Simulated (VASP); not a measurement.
A run of VASP 6.6.1 is set up as follows.

Contents of INCAR:

```
ALGO = Normal ; EDIFF = 1E-6
ENCUT = 520 ; GGA = PE
ISIF = 2 ; ISMEAR = 0
LASPH = T ; LCHARG = F
LREAL = F ; LWAVE = F
NBANDS = 30 ; NELM = 60
PREC = Accurate ; SIGMA = 0.1
```

The input KPOINTS:

```
k-points
0
Gamma
  6 6 2
```

POSCAR

```
GeSb3O2
1.0
    4.2130143400      0.0000000000      0.0000000000
   -2.1065071700      3.6485774400      0.0000000000
    0.0000000000      0.0000000000      8.8725395400
Ge Sb O
1 3 2
Direct
    0.6666666700      0.3333333300      0.0000000000
    0.6666666700      0.3333333300      0.5000000000
    0.0000000000      0.0000000000      0.0000000000
    0.0000000000      0.0000000000      0.5000000000
    0.3333333300      0.6666666700      0.2462391900
    0.3333333300      0.6666666700      0.7537608100
```

Potentials or basis: VASP PAW PBE potentials, release 64 (Ge_d, Sb, O).

Command:

```console
$ cat potpaw_PBE.64/Ge_d/POTCAR potpaw_PBE.64/Sb/POTCAR potpaw_PBE.64/O/POTCAR > POTCAR
$ mpirun -np 1 vasp_std > vasp.out
```

(1) Predict the largest force.

(2) Predict the pressure.

Answers

(1) 0.067 eV/Å.

(2) 12.7 GPa.

Caveat: an odd number of electrons without spin polarisation forces a metal; a magnetic or distorted state may lie lower.
